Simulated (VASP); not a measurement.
Input of a VASP 6.6.1 run:

INCAR

```
ALGO = Normal ; EDIFF = 1E-6
ENCUT = 520 ; GGA = PS
ISIF = 2 ; ISMEAR = -1
LASPH = T ; LCHARG = F
LREAL = F ; LWAVE = F
NBANDS = 17 ; NELM = 60
PREC = Accurate ; SIGMA = 0.08
```

Contents of KPOINTS:

```
k-points
0
Gamma
  11 11 11
```

File POSCAR:

```
SnTe
1.0
    0.0000000000      2.9180180670      2.9180180670
    2.9180180670      0.0000000000      2.9180180670
    2.9180180670      2.9180180670      0.0000000000
Sn Te
1 1
Direct
    0.0000000000      0.0000000000      0.0000000000
    0.5000000000      0.5000000000      0.5000000000
```

Potentials or basis: VASP PAW PBE potentials, release 64 (Sn_d, Te).

Run with:

```sh
$ cat potpaw_PBE.64/Sn_d/POTCAR potpaw_PBE.64/Te/POTCAR > POTCAR
$ mpirun -np 1 vasp_std > vasp.out
```

Question: Estimate the pressure.

Answer: 17.2 GPa.

Caveat: the PAW data sets were made with another functional, which shifts forces and pressure a little.
